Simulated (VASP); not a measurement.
# RbIr3 (P6_3/mmc) in VASP: further runs, part 2 of 3

VASP 6.6.1. Earlier steps stand in the parts before.

**3. Single point, PBE**

This run uses another cell than the first one, of 29.36 Å³/atom.

Contents of INCAR:

```
PREC = Accurate
ENCUT = 520
EDIFF = 1E-6
ISMEAR = 0
SIGMA = 0.1
LREAL = False
LASPH = True
NELM = 80
ALGO = Normal
ISIF = 2
LWAVE = False
LCHARG = True
GGA = PE
LELF = True
LVHAR = True
NBANDS = 46
```

Contents of KPOINTS:

```
regular mesh
0
Gamma
  3 3 4
```

Contents of POSCAR:

```
RbIr3
1.0
    7.8091577382      0.0000000000      0.0000000000
   -3.9045788691      6.7629289834      0.0000000000
    0.0000000000      0.0000000000      4.4477730517
Rb Ir
2 6
Direct
    0.3333333333      0.6666666667      0.2500000000
    0.6666666667      0.3333333333      0.7500000000
    0.8926509535      0.7853019070      0.2500000000
    0.1073490465      0.8926509535      0.7500000000
    0.2146980930      0.1073490465      0.2500000000
    0.1073490465      0.2146980930      0.7500000000
    0.8926509535      0.1073490465      0.2500000000
    0.7853019070      0.8926509535      0.7500000000
```

Potentials or basis: VASP PAW PBE potentials, release 64 (Rb_sv, Ir).

On the command line:

```bash
> cat potpaw_PBE.64/Rb_sv/POTCAR potpaw_PBE.64/Ir/POTCAR > POTCAR
> mpirun -np 1 vasp_std > vasp.out
```

OUTCAR:

```text
PREC = Accurate
   ENCUT = 520
   EDIFF = 1E-6
   ISMEAR = 0
   LREAL = False
   LASPH = True
   NELM = 80
   ISIF = 2
   GGA = PE

 ion  position               nearest neighbor table
   1  0.333  0.667  0.250-   4 3.78   4 3.78   6 3.78   6 3.78   8 3.78   8 3.78   5 3.99   3 3.99
                             7 3.99   7 3.99   5 3.99   3 3.99   2 5.03   2 5.03   2 5.03   2 5.03
   2  0.667  0.333  0.750-   7 3.78   7 3.78   3 3.78   3 3.78   5 3.78   5 3.78   8 3.99   6 3.99
                             4 3.99   4 3.99   8 3.99   6 3.99   1 5.03   1 5.03   1 5.03   1 5.03
   3  0.893  0.785  0.250-   5 2.51   7 2.51   4 2.66   4 2.66   8 2.66   8 2.66   2 3.78   2 3.78
                             1 3.99   1 3.99
   4  0.107  0.893  0.750-   6 2.51   8 2.51   5 2.66   5 2.66   3 2.66   3 2.66   1 3.78   1 3.78
                             2 3.99   2 3.99
   5  0.215  0.107  0.250-   3 2.51   7 2.51   4 2.66   4 2.66   6 2.66   6 2.66   2 3.78   2 3.78
                             1 3.99   1 3.99
   6  0.107  0.215  0.750-   4 2.51   8 2.51   7 2.66   7 2.66   5 2.66   5 2.66   1 3.78   1 3.78
                             2 3.99   2 3.99
   7  0.893  0.107  0.250-   3 2.51   5 2.51   8 2.66   8 2.66   6 2.66   6 2.66   2 3.78   2 3.78
                             1 3.99   1 3.99
   8  0.785  0.893  0.750-   6 2.51   4 2.51   7 2.66   7 2.66   3 2.66   3 2.66   1 3.78   1 3.78
                             2 3.99   2 3.99

  LATTYP: Found a hexagonal cell.
 ALAT       =     7.8091577382
 C/A-ratio  =     0.5695586132

  Lattice vectors:

 A1 = (   7.8091577382,   0.0000000000,   0.0000000000)
 A2 = (  -3.9045788691,   6.7629289834,   0.0000000000)
 A3 = (   0.0000000000,   0.0000000000,   4.4477730517)

Analysis of symmetry for initial positions (statically):
=====================================================================
 Subroutine PRICEL returns:
 Original cell was already a primitive cell.

 Routine SETGRP: Setting up the symmetry group for a
 hexagonal supercell.

 Subroutine GETGRP returns: Found 24 space group operations
 (whereof 12 operations were pure point group operations)
 out of a pool of 24 trial point group operations.

The static configuration has the point symmetry D_3d.
 The point group associated with its full space group is D_6h.

Analysis of symmetry for dynamics (positions and initial velocities):
=====================================================================
 Subroutine PRICEL returns:
 Original cell was already a primitive cell.

 Routine SETGRP: Setting up the symmetry group for a
 hexagonal supercell.

 Subroutine GETGRP returns: Found 24 space group operations
 (whereof 12 operations were pure point group operations)
 out of a pool of 24 trial point group operations.

The dynamic configuration has the point symmetry D_3d.
 The point group associated with its full space group is D_6h.

 Subroutine INISYM returns: Found 24 space group operations
 (whereof 12 operations are pure point group operations),
 and found     1 'primitive' translations

----------------------------------------------------------------------------------------

                                     Primitive cell

  volume of cell :     234.8993

[... 62 lines left out ...]
  0.333333  0.333333  0.250000      4.000000
  0.000000  0.000000  0.500000      1.000000
  0.333333 -0.000000  0.500000      6.000000
  0.333333  0.333333  0.500000      2.000000
   k-points           NKPTS =      9   k-points in BZ     NKDIM =      9   number of bands    NBANDS=     46
   number of dos      NEDOS =    301   number of ions     NIONS =      8
   total plane-waves  NPLWV = 129600
   dimension x,y,z NGX =    60 NGY =   60 NGZ =   36
   dimension x,y,z NGXF=   120 NGYF=  120 NGZF=   72
   ions per type =               2   6
   NGX,Y,Z   is equivalent  to a cutoff of  12.77, 12.77, 13.46 a.u.
   NGXF,Y,Z  is equivalent  to a cutoff of  25.55, 25.55, 26.91 a.u.
 SYSTEM =  unknown system
   PREC   = accura    normal or accurate (medium, high low for compatibility)
   ISTART =      0    job   : 0-new  1-cont  2-samecut
   ICHARG =      2    charge: 1-file 2-atom 10-const
   ISPIN  =      1    spin polarized calculation?
   LNONCOLLINEAR =      F non collinear calculations
   LSORBIT =      F    spin-orbit coupling
   LASPH  =      T    aspherical Exc in radial PAW
   ENCUT  =  520.0 eV  38.22 Ry    6.18 a.u.  14.52 14.52  8.27*2*pi/ulx,y,z
   NELM   =     80;   NELMIN=  2; NELMDL= -5     # of ELM steps
   EDIFF  = 0.1E-05   stopping-criterion for ELM
   LREAL  =      F    real-space projection
   EDIFFG = 0.1E-04   stopping-criterion for IOM
   NSW    =      0    number of steps for IOM
   IBRION =     -1    ionic relax: 0-MD 1-quasi-New 2-CG
   NFREE  =      0    steps in history (QN), initial steepest desc. (CG)
   ISIF   =      2    stress and relaxation
   ISYM   =      2    0-nonsym 1-usesym 2-fastsym
   POTIM  = 0.5000    time-step for ionic-motion
   TEBEG  =    0.0;   TEEND  =   0.0 temperature during run
   PSTRESS=    0.0 pullay stress
   NELECT =      72.0000    total number of electrons
   NUPDOWN=      -1.0000    fix difference up-down
   EMIN   =  10.00;   EMAX   =-10.00  energy-range for DOS
   EFERMI =   0.00;   METHOD = LEGACY
   ISMEAR =     0;   SIGMA  =   0.10  broadening in eV -4-tet -1-fermi 0-gaus
   EFERMI_NEDOS =   21; number of points for ismear=-14 and -15
   IALGO  =     38    algorithm
   IMIX   =      4    mixing-type and parameters
     AMIX     =   0.40;   BMIX     =  1.00
     AMIX_MAG =   1.60;   BMIX_MAG =  1.00
  volume/ion in A,a.u.               =      29.36       198.15
  Fermi-wavevector in a.u.,A,eV,Ry     =   1.103804  2.085886 16.577097  1.218382
  Thomas-Fermi vector in A             =   2.240267
   LORBIT       =      0    0 simple, 1 ext, 2 COOP (PROOUT), +10 PAW based schemes
   GGA     = PE    functional components
   LHFCALC =     F    Hartree Fock is set to
   AEXX    =    0.0000 exact exchange contribution
   IVDW    =     0    specifies the selected vdW correction
   LEPSILON=     F    determine dielectric tensor
   LRPA    =     F    only Hartree local field effects (RPA)
 non-spin polarized calculation
 Gauss-broadening in eV      SIGMA  =   0.10
  energy-cutoff  :      520.00
  volume of cell :      234.90
 maximum number of plane-waves:      6353
 NGX is ok and might be reduce to    60
   NGX = 29   NGY = 29   NGZ = 17

 number of electron      71.9999995 magnetization

 Free energy of the ion-electron system (eV)
  ---------------------------------------------------
  ext. energy  EPLUGINS =         0.00000000
  ---------------------------------------------------
  free energy    TOTEN  =       -46.12138648 eV

  energy without entropy =      -46.06772973  energy(sigma->0) =      -46.09455810

 E-fermi :   2.6779     XC(G=0):  -9.1438

 val. band max:        2.6192580105   @ k =   0.3333  -0.0000   0.0000
 cond. band min:       2.6889740844   @ k =   0.3333   0.3333   0.2500
 fundamental gap:      0.0697160739
 Fermi energy:         2.6779149826

 k-point     1 :       0.0000    0.0000    0.0000
  band No.  band energies     occupation
      1     -24.0627      2.00000
      2     -24.0581      2.00000
      3      -8.2207      2.00000
      4      -8.2207      2.00000
      5      -8.1708      2.00000
      6      -8.1604      2.00000
[... 430 lines left out ...]
     45       6.1486      0.00000
     46       6.1486      0.00000

------------------------ aborting loop because EDIFF is reached ----------------------------------------

  FORCE on cell =-STRESS in cart. coord.  units (eV):
  Direction    XX          YY          ZZ          XY          YZ          ZX
  --------------------------------------------------------------------------------------
  -------------------------------------------------------------------------------------
  Total        0.4559767      0.4559767      0.1053970     -0.0000000     -0.0000000      0.0000000
  in kB        3.1100802      3.1100802      0.7188814     -0.0000000     -0.0000000      0.0000000
  external PRESSURE =       2.3130139 kB  Pullay stress =       0.0000000 kB

 VOLUME and BASIS-vectors are now :
 -----------------------------------------------------------------------------
  energy-cutoff  :      520.00
  volume of cell :      234.90
      direct lattice vectors                 reciprocal lattice vectors
     7.809157738  0.000000000  0.000000000     0.128054783  0.073932463  0.000000000
    -3.904578869  6.762928983  0.000000000     0.000000000  0.147864927  0.000000000
     0.000000000  0.000000000  4.447773052     0.000000000  0.000000000  0.224831615

 POSITION                                       TOTAL-FORCE (eV/Angst)
 -----------------------------------------------------------------------------------
     -0.00000      4.50862      1.11194        -0.000000      0.000000      0.000000
      3.90458      2.25431      3.33583         0.000000      0.000000      0.000000
      3.90458      5.31094      1.11194         0.000000     -0.073960     -0.000000
     -2.64712      6.03694      3.33583         0.064051     -0.036980     -0.000000
      1.25746      0.72599      1.11194         0.064051      0.036980      0.000000
     -0.00000      1.45199      3.33583        -0.000000      0.073960      0.000000
      6.55170      0.72599      1.11194        -0.064051      0.036980      0.000000
      2.64712      6.03694      3.33583        -0.064051     -0.036980     -0.000000
 -----------------------------------------------------------------------------------
    total drift:                               -0.000000      0.000000     -0.000000

  FREE ENERGIE OF THE ION-ELECTRON SYSTEM (eV)
  ---------------------------------------------------
  free  energy   TOTEN  =       -46.1213864804 eV

  energy  without entropy=      -46.0677297257  energy(sigma->0) =      -46.09455810
```

It took 63 s on 1 thread of Intel Xeon 6975P-C (Granite Rapids), shared host; peak memory 0.36 GiB.

What came out:

| Item | Value |
| --- | --- |
| Free energy | -46.1214 eV |
| Pressure | 0.2 GPa |
| Largest force | 0.074 eV/Å |
| Band gap on the k mesh | zero (bands 36 and 37 overlap by 0.55 eV) |

Forces in eV/Å, atoms in the order of the input:
```
Rb   0.000  0.000  0.000
Rb   0.000  0.000  0.000
Ir   0.000 -0.074  0.000
Ir   0.064 -0.037  0.000
Ir   0.064  0.037  0.000
Ir   0.000  0.074  0.000
Ir  -0.064  0.037  0.000
Ir  -0.064 -0.037  0.000
```

Levels at points of the mesh, in eV from the Fermi level:
```tsv
k point	band 31	band 32	band 33	band 34	band 35	band 36	band 37	band 38	band 39	band 40
(0.00, 0.00, 0.00)	-0.71	-0.71	-0.52	-0.34	-0.34	-0.14	-0.14	-0.13	-0.13	0.73
(0.00, 0.00, 0.50)	-0.40	-0.40	-0.40	-0.40	0.24	0.24	0.41	0.41	0.41	0.41
```

Caveat: spin-orbit coupling is left out, which moves the levels of the heavy elements.

**4. Relaxation of cell and atoms, PBE**

Contents of INCAR:

```
PREC = Accurate ; ENCUT = 600
EDIFF = 1E-6 ; ISMEAR = 0
SIGMA = 0.1 ; LREAL = F
LASPH = T ; NELM = 100
ALGO = Normal ; ISIF = 3
LWAVE = F ; LCHARG = F
GGA = PE ; IBRION = 2
NSW = 90 ; EDIFFG = -0.04
```

KPOINTS is that of step 3.

Contents of POSCAR:

```
RbIr3
1.0
    6.1904415372      0.0000000000      0.0000000000
   -3.0952207686      5.3610796318      0.0000000000
    0.0000000000      0.0000000000      4.9687844711
Rb Ir
2 6
Direct
    0.3333333333      0.6666666667      0.2500000000
    0.6666666667      0.3333333333      0.7500000000
    0.8330000000      0.6660000000      0.2500000000
    0.1670000000      0.8330000000      0.7500000000
    0.3340000000      0.1670000000      0.2500000000
    0.1670000000      0.3340000000      0.7500000000
    0.8330000000      0.1670000000      0.2500000000
    0.6660000000      0.8330000000      0.7500000000
```

On the command line:

```bash
> cat potpaw_PBE.64/Rb_sv/POTCAR potpaw_PBE.64/Ir/POTCAR > POTCAR
> mpirun -np 1 vasp_std > vasp.out
```

It took 19 min on 1 thread of Intel Xeon 6975P-C (Granite Rapids), shared host; peak memory 0.37 GiB.

It converged, with:

```
Free energy                           : -46.1073 eV
Relaxed volume                        : 29.52 Å³/atom
Relaxed cell                          : a = 7.830 Å, b = 7.830 Å, c = 4.447 Å, α = 90.00°, β = 90.00°, γ = 120.00°
Space group after relaxing (to 0.1 Å) : P6_3/mmc (No. 194)
Energy gained by relaxing             : 709.4 meV/atom
Ionic steps                           : 32
Pressure after relaxing               : 0.0 GPa
Largest force after relaxing          : 0.006 eV/Å
Band gap on the k mesh                : zero (bands 36 and 37 overlap by 0.54 eV)
```

Forces on the atoms (eV/Å):
```
Rb   0.000  0.000  0.000
Rb   0.000  0.000  0.000
Ir   0.000 -0.006  0.000
Ir   0.005 -0.003  0.000
Ir   0.005  0.003  0.000
Ir   0.000  0.006  0.000
Ir  -0.005  0.003  0.000
Ir  -0.005 -0.003  0.000
```

Step by step:
| step | energy change (eV) | largest force (eV/Å) | pressure (GPa) | volume (Å³) |
| --- | --- | --- | --- | --- |
| 1 | 0.0000 | 1.1247 | -12.48 | 164.90 |
| 2 | -0.4805 | 0.6799 | 19.87 | 129.45 |
| 3 | -1.1541 | 1.1405 | 1.44 | 142.81 |
| 4 | -1.1546 | 1.1334 | 1.87 | 142.39 |
| 5 | -1.5642 | 1.0543 | 3.70 | 142.28 |
| 6 | -2.1657 | 0.1932 | 19.30 | 141.73 |
| 7 | -2.1814 | 0.3487 | 14.11 | 141.89 |
| 8 | -2.3096 | 0.3481 | 13.94 | 143.10 |
| 9 | -2.6810 | 0.2166 | 13.80 | 146.75 |
| 10 | -3.2709 | 0.6883 | 15.03 | 154.22 |
| 11 | -2.7839 | 5.2596 | 24.09 | 169.76 |
| 12 | -3.3871 | 1.9270 | 17.64 | 159.15 |
| 13 | -3.9292 | 1.5446 | 12.81 | 166.91 |
| 14 | -4.8142 | 0.7503 | 3.05 | 191.57 |
| 15 | -4.5134 | 0.1797 | -4.59 | 247.48 |
| 16 | -4.9094 | 0.6229 | -1.11 | 215.94 |
| 17 | -4.9195 | 0.6780 | -0.59 | 212.72 |
| 18 | -5.1169 | 0.2861 | -1.28 | 214.10 |
| 19 | -5.4261 | 0.8348 | -2.61 | 217.78 |
| 20 | -5.4380 | 1.0295 | -2.77 | 218.50 |
| 21 | -5.5405 | 0.4726 | 0.32 | 215.12 |
| 22 | -5.5418 | 0.3965 | 0.75 | 214.70 |
| 23 | -5.5611 | 0.2647 | 0.88 | 215.72 |
| 24 | -5.5848 | 0.0833 | 1.25 | 218.16 |
| 25 | -5.6003 | 0.0373 | 0.61 | 220.38 |
| 26 | -5.6142 | 0.2849 | -0.68 | 225.24 |
| 27 | -5.6266 | 0.2700 | -0.65 | 226.57 |
| 28 | -5.6558 | 0.2094 | -0.55 | 230.60 |
| 29 | -5.6734 | 0.0299 | -0.19 | 238.70 |
| 30 | -5.6746 | 0.0704 | -0.28 | 236.94 |
| 31 | -5.6750 | 0.0457 | 0.13 | 235.74 |
| 32 | -5.6752 | 0.0063 | -0.01 | 236.15 |

Final structure:
```xyz
8
Lattice="7.8302 0.0000 0.0000 -3.9151 6.7811 0.0000 0.0000 0.0000 4.4474" Properties=species:S:1:pos:R:3 pbc="T T T"
Rb    0.0000    4.5207    1.1119
Rb    3.9151    2.2604    3.3356
Ir    3.9151    5.3272    1.1119
Ir   -2.6560    6.0542    3.3356
Ir    1.2591    0.7270    1.1119
Ir    0.0000    1.4539    3.3356
Ir    6.5710    0.7270    1.1119
Ir    2.6560    6.0542    3.3356
```

Levels at points of the mesh, in eV from the Fermi level:
| k point | band 33 | band 34 | band 35 | band 36 | band 37 | band 38 |
| --- | --- | --- | --- | --- | --- | --- |
| (0.00, 0.00, 0.00) | -0.52 | -0.33 | -0.33 | -0.14 | -0.14 | -0.13 |
| (0.00, 0.00, 0.50) | -0.40 | -0.40 | 0.24 | 0.24 | 0.41 | 0.41 |

Caveat: the k points lie up to 0.35 Å⁻¹ apart in the final cell, too coarse for converged energies and pressures of a metal; the volume moved by over 15 % at a fixed basis, so the end points are rough; spin-orbit coupling is left out, which moves the levels of the heavy elements.

(Continued in part 3 of 3.)
